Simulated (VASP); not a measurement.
# Al13Cu11 in VASP: further runs, part 2 of 2

VASP 6.6.1.

### 4 Single point, PBE

INCAR

```
ALGO = Normal
EDIFF = 1E-7
ENCUT = 520
GGA = PE
ISIF = 2
ISMEAR = -1
ISYM = 0
LASPH = T
LCHARG = T
LELF = T
LREAL = Auto
LVHAR = T
LWAVE = F
NBANDS = 98
NELM = 60
PREC = Accurate
SIGMA = 0.05
```

KPOINTS

```
Automatic mesh
0
Gamma
  1 1 1
  0.25 0.25 0.25
```

POSCAR

```
Al13Cu11
1.0
    7.1452280000      0.0272100000     -0.2795910000
    0.0272100000      7.0459230000      0.0416720000
   -0.2795910000      0.0416720000      7.0313830000
Al Cu
13 11
Direct
    0.1135240329      0.6862330974      0.0998619464
    0.5222512486      0.5397305293      0.2578420345
    0.5299319746      0.0052115408      0.7832462028
    0.6313460362      0.8420921829      0.4841954995
    0.1023640866      0.1933952584      0.5817713116
    0.6210717574      0.3594906946      0.9192715540
    0.2415113844      0.3269346996      1.0054894445
    0.8769045911      0.5285794634      0.4481720976
    0.7401049026      0.1339384987      0.2608801405
    0.2934272626      0.7517818531      0.5366863629
    0.4206952932      0.1653967280      0.4202647197
    0.9017498467      0.0821903291      0.9041480326
    0.4368561063      0.9095986070      0.1355682435
    0.9761133016      0.8817300253      0.4882917117
    0.4100947104      0.6290377991      0.8913281394
    0.1984767598      0.9171212453      0.8281045193
    0.1154882446      0.0521733721      0.2127088377
    0.5234150230      0.5007056574      0.6034596215
    0.7347856194      0.2116493941      0.6030943831
    0.9455763534      0.4277777919      0.7805597110
    0.9098777267      0.3938193821      0.1356110714
    0.7895181468      0.7292859976      0.8109096549
    0.2088290371      0.4331715962      0.3673461668
    0.7773894149      0.7945815690      0.1698666224
```

Potentials or basis: VASP PAW PBE potentials, release 64 (Al, Cu).

Launch:

```console
cat potpaw_PBE.64/Al/POTCAR potpaw_PBE.64/Cu/POTCAR > POTCAR
mpirun -np 1 vasp_std > vasp.out
```

OUTCAR:

```text
EDIFF = 1E-7
   ENCUT = 520
   GGA = PE
   ISIF = 2
   ISMEAR = -1
   ISYM = 0
   LASPH = T
   LREAL = Auto
   NELM = 60
   PREC = Accurate

 ion  position               nearest neighbor table
   1  0.114  0.686  0.100-  21 2.55  24 2.60  16 2.61  23 2.62  15 2.70  17 2.71   7 2.79  13 2.80
                            22 2.97   2 3.20   8 3.27  10 3.28
   2  0.522  0.540  0.258-  18 2.44  23 2.54  24 2.67  15 2.71   4 2.76   8 2.77  13 2.78   6 2.85
[... 320 lines left out ...]
  Total       -0.8965247      5.7361442     -1.2069950    -10.0082365     -9.5918240    -10.5636968
  in kB       -4.0642161     26.0036664     -5.4716711    -45.3703451    -43.4826221    -47.8884137
  external PRESSURE =       5.4892597 kB  Pullay stress =       0.0000000 kB

 VOLUME and BASIS-vectors are now :
 -----------------------------------------------------------------------------
  energy-cutoff  :      520.00
  volume of cell :      353.42
      direct lattice vectors                 reciprocal lattice vectors
     7.145228000  0.027210000 -0.279591000     0.140173967 -0.000574310  0.005577183
     0.027210000  7.045923000  0.041672000    -0.000574310  0.141933375 -0.000864015
    -0.279591000  0.041672000  7.031383000     0.005577183 -0.000864015  0.142446420

 POSITION                                       TOTAL-FORCE (eV/Angst)
 -----------------------------------------------------------------------------------
      0.80191      4.84240      0.69902        -0.303769      0.103819     -0.000488
      3.67420      3.82785      1.68946        -0.341733     -0.245242     -0.673501
      3.56764      0.08378      5.35936        -0.176112     -0.202823      0.351407
      4.39865      5.97067      3.26314         0.675664     -0.161820     -0.252250
      0.57402      1.38968      4.07010        -0.387198     -0.096345      0.284281
      4.19046      2.58815      6.30508         0.288565     -0.226542     -0.051017
[... 16 lines left out ...]
      1.40121      3.07308      2.54262         0.090571      0.436473     -0.507789
      5.52875      5.62679      1.01016         0.020878     -0.313872      0.001381
 -----------------------------------------------------------------------------------
    total drift:                               -0.013861      0.001513      0.004962

  FREE ENERGIE OF THE ION-ELECTRON SYSTEM (eV)
  ---------------------------------------------------
  free  energy   TOTEN  =       -90.2393637072 eV

  energy  without entropy=      -90.2290654571  energy(sigma->0) =      -90.23421458
```

OSZICAR:

```text
N       E                     dE             d eps       ncg     rms          rms(c)
DAV:   1     0.133750849488E+04    0.13375E+04   -0.62851E+04   196   0.204E+03
DAV:   2     0.816524632129E+02   -0.12559E+04   -0.12211E+04   196   0.450E+02
DAV:   3    -0.980996320777E+02   -0.17975E+03   -0.15873E+03   228   0.204E+02
[... 13 lines left out ...]
DAV:  17    -0.902393639232E+02   -0.31279E-05   -0.92569E-05   224   0.179E-01    0.118E-02
DAV:  18    -0.902393634114E+02    0.51183E-06   -0.18797E-05   224   0.689E-02    0.559E-03
DAV:  19    -0.902393635286E+02   -0.11726E-06   -0.45829E-06   280   0.373E-02    0.354E-03
DAV:  20    -0.902393636190E+02   -0.90402E-07   -0.14503E-06   208   0.284E-02    0.181E-03
DAV:  21    -0.902393637072E+02   -0.88152E-07   -0.21571E-07   128   0.957E-03
   1 F= -.90239364E+02 E0= -.90234215E+02  d E =-.102983E-01
```

Run time: 1.9 min. Hardware: 1 thread of Intel Xeon Platinum 8488C (Sapphire Rapids), shared host; peak memory 0.37 GiB.

Results:

```
Free energy            : -90.2394 eV
Pressure               : 0.5 GPa
Largest force          : 0.794 eV/Å
Band gap on the k mesh : 0.49 eV
```

Forces in eV/Å, atoms in the order of the input:
```
Al  -0.304  0.104  0.000
Al  -0.342 -0.245 -0.674
Al  -0.176 -0.203  0.351
Al   0.676 -0.162 -0.252
Al  -0.387 -0.096  0.284
Al   0.289 -0.227 -0.051
Al   0.389 -0.216  0.199
Al  -0.011  0.349  0.315
Al   0.075 -0.195 -0.126
Al  -0.331  0.061 -0.123
Al   0.179 -0.039 -0.397
Al  -0.026 -0.380  0.184
Al   0.031  0.281  0.261
Cu  -0.550 -0.159  0.127
Cu  -0.120  0.546  0.469
Cu  -0.193  0.301  0.286
Cu   0.232  0.124  0.061
Cu   0.256 -0.115 -0.155
Cu  -0.225 -0.341 -0.380
Cu   0.469 -0.062  0.355
Cu   0.241  0.334 -0.321
Cu  -0.282  0.217  0.092
Cu   0.091  0.436 -0.508
Cu   0.021 -0.314  0.001
```

Stress tensor (GPa, compression positive):
```
-0.41 -4.54 -4.79
-4.54  2.60 -4.35
-4.79 -4.35 -0.55
```

Levels at points of the mesh, in eV from the valence-band top:
| k point | band 76 | band 77 | band 78 | band 79 | band 80 | band 81 | band 82 | band 83 | band 84 | band 85 |
| --- | --- | --- | --- | --- | --- | --- | --- | --- | --- | --- |
| (0.25, 0.25, 0.25) | -0.74 | -0.61 | -0.41 | -0.16 | 0.00 | 0.49 | 0.57 | 0.87 | 1.05 | 1.16 |

Caveat: the k points lie up to 0.90 Å⁻¹ apart.
